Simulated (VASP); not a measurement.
A run of VASP 6.6.1:

INCAR

```
PREC = Accurate ; ENCUT = 520
EDIFF = 1E-6 ; ISMEAR = 0
SIGMA = 0.01 ; LREAL = F
LASPH = T ; NELM = 80
ALGO = Normal ; ISIF = 2
LWAVE = F ; LCHARG = T
GGA = PE ; LELF = T
LVHAR = T ; NBANDS = 16
```

File KPOINTS:

```
regular mesh
0
Gamma
  4 4 4
```

POSCAR

```
CdS
1.0
    0.0000000000      2.9392138876      2.9392138876
    2.9392138876      0.0000000000      2.9392138876
    2.9392138876      2.9392138876      0.0000000000
Cd S
1 1
Direct
    0.0000000000      0.0000000000      0.0000000000
    0.2500000000      0.2500000000      0.2500000000
```

Potentials or basis: VASP PAW PBE potentials, release 64 (Cd, S).

Run with:

```sh
$ cat potpaw_PBE.64/Cd/POTCAR potpaw_PBE.64/S/POTCAR > POTCAR
$ mpirun -np 1 vasp_std > vasp.out
```

Hardware: 1 thread of AMD EPYC 9R45 96-Core Processor (Zen 5), with other jobs on the host.

Problem. Estimate the wall time of this run.

Solution. Wall time 6 s on 1 thread of AMD EPYC 9R45 96-Core Processor (Zen 5), on a shared host, peak memory 0.14 GiB. Counts: scf iterations 14, k points 8.
